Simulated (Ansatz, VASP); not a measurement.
# Ti: VASP beside Ansatz

File POSCAR:

```
Ti
1.0
   -1.7004206100      1.7004206100      1.7004206100
    1.7004206100     -1.7004206100      1.7004206100
    1.7004206100      1.7004206100     -1.7004206100
Ti
1
Direct
    0.0000000000      0.0000000000      0.0000000000
```

INCAR.step1

```
PREC = Accurate
ENCUT = 520
ISMEAR = 0
SIGMA = 0.1
LREAL = F
LASPH = T
NELM = 60
NBANDS = 12
GGA = PE
ALGO = Normal
EDIFF = 1E-4
LWAVE = T
LCHARG = F
```

The input INCAR.step2:

```
PREC = Accurate
ENCUT = 520
EDIFF = 1E-7
ISMEAR = 0
SIGMA = 0.1
LREAL = F
LASPH = T
NELM = 60
ALGO = Normal
ISIF = 2
LWAVE = F
LCHARG = F
METAGGA = R2SCAN
LMIXTAU = T
NBANDS = 12
ISTART = 1
```

KPOINTS

```
Automatic mesh
0
Gamma
  18 18 18
```

Input for Ansatz:

```yaml
crystal:
  lattice:
    - [-1.70042061, 1.70042061, 1.70042061]
    - [1.70042061, -1.70042061, 1.70042061]
    - [1.70042061, 1.70042061, -1.70042061]
  atoms:
    - { symbol: Ti, position: [0.0, 0.0, 0.0] }
basis:
  ecutwfc: 500
kpoints:
  mp_grid: { grid: [18, 18, 18] }
hamiltonian:
  xc: r2scan
scf:
  occupations: { method: gaussian, width: 0.1 }
output:
  forces: true
  stress: true
  eigenvalues: true
  populations: true
```

Alike in both runs: task single point; functional r2SCAN; k mesh 18 × 18 × 18; occupations gaussian, width 0.1 eV; no spin polarisation.

|  | VASP | Ansatz |
| --- | --- | --- |
| version | VASP 6.6.1 | Ansatz 0.2.0 |
| potentials or method | VASP PAW PBE potentials, release 64 (Ti_sv), cutoff 520 eV | scalar-relativistic, plane waves, PAW |
| valence electrons in the cell | 12 | 12 |

|  | VASP | Ansatz | Ansatz less VASP |
| --- | --- | --- | --- |
| gap on the k mesh at the Fermi level (eV) | none | none | - |
| pressure (GPa) | -11.6 | -11.9 | -0.29 |

VASP's potentials were made for PBE, not for r2SCAN. A gap of «none» marks a metal or a gap that the smearing closes.
